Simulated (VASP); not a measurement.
A run of VASP 6.6.1:

INCAR

```
  PREC = Accurate
  ENCUT = 1000
  EDIFF = 1E-6
  ISMEAR = 0
  SIGMA = 0.05
  LREAL = Auto
  LASPH = T
  NELM = 120
  ALGO = Normal
  ISIF = 2
  LWAVE = F
  LCHARG = T
  GGA = PE
  LELF = T
  LVHAR = T
  NBANDS = 92
  GGA_COMPAT = F
  NELMDL = -8
```

File KPOINTS:

```
regular mesh
0
Gamma
  3 3 1
```

File POSCAR:

```
InW8C8
1.0
    5.8006000000      0.0000000000      0.0000000000
   -2.9003000000      5.0234670000      0.0000000000
    0.0000000000      0.0000000000     15.2466500000
W C In
8 8 1
Direct
    0.0000000000      0.0000000000      0.0655881784
   -0.0004951599     -0.0023270781      0.2531841421
    0.0000000498      0.5000000995      0.0655881784
   -0.0000431961      0.4981513763      0.2550686216
    0.5000000000      0.0000000000      0.0655881784
    0.4997078376     -0.0021803667      0.2531952921
    0.5000000498      0.5000000995      0.0655881784
    0.5001414898      0.4988238203      0.2528556765
    0.3332454337      0.1675066244      0.1518102665
    0.3329558101      0.1593381623      0.3258892281
    0.3333634836      0.6681564744      0.1521227942
    0.3292257514      0.6538440483      0.3307283895
    0.8330971067      0.1673447840      0.1525269485
    0.8340181615      0.1597892452      0.3302244100
    0.8337927296      0.6679412844      0.1518932356
    0.8316494953      0.6544068071      0.3310281275
    0.6618022390      0.8072365161      0.4444650464
```

Potentials or basis: VASP PAW PBE potentials, release 64 (W_sv, C_h, In_d).

Launch:

```sh
$ cat potpaw_PBE.64/W_sv/POTCAR potpaw_PBE.64/C_h/POTCAR potpaw_PBE.64/In_d/POTCAR > POTCAR
$ mpirun -np 1 vasp_std > vasp.out
```

Hardware: 1 thread of Intel(R) Xeon(R) Platinum 8488C (Sapphire Rapids), with other jobs on the host.

**Question.** How long does it take, and how much memory?

**Answer.** It took 22 min on 1 thread of Intel(R) Xeon(R) Platinum 8488C (Sapphire Rapids), with other jobs on the host, peak memory 1.3 GiB. Counts: scf iterations 29, k points 5.
